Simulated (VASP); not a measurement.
Ca2Al2O, 5 atoms in the cell. It takes space group P-3m1 (No. 164, trigonal). The conventional cell has a = 3.464 Å, b = 3.464 Å, c = 9.654 Å, α = 90.00°, β = 90.00°, γ = 120.00°. Ca (site symmetry 3m) has 3 O at 2.43 Å and 3 Al at 3.19 Å within 3.2 Å. Al (site symmetry 3m) has 9 Al at 2.77 to 3.46 Å and 3 Ca at 3.19 Å within 3.6 Å. O (site symmetry -3m) has 6 Ca at 2.43 Å within 3.2 Å. The cell was generated, and may not be a known phase.

| Property | Result |
| --- | --- |
| Program | VASP 6.6.1 |
| Task | relaxation of cell and atoms |
| Functional | PBE |
| Potentials or basis | VASP PAW PBE potentials, release 64 (Ca_sv, Al, O) |
| Cutoff | 600 eV |
| k mesh | 12 × 12 × 4 |
| Occupations | gaussian, width 0.1 eV |
| Spin | no spin polarisation |
| Dipole correction | no |
| Further INCAR settings | ALGO = Fast; EDIFF = 1e-06; IBRION = 2; EDIFFG = -0.01; NSW = 100; ISIF = 3 |

Potentials or basis: VASP PAW PBE potentials, release 64 (Ca_sv, Al, O).

The run is started by

```bash
$ cat potpaw_PBE.64/Ca_sv/POTCAR potpaw_PBE.64/Al/POTCAR potpaw_PBE.64/O/POTCAR > POTCAR
$ mpirun -np 1 vasp_std > vasp.out
```

Hardware: 1 thread of Oxide Virtual Turin-like Processor (shared host).

Question: Estimate the wall time of this run.

Answer: Wall time 14 min on 1 thread of Oxide Virtual Turin-like Processor, on a shared host, peak memory 0.34 GiB. Counts: scf iterations 53, k points 69, ion steps 6.
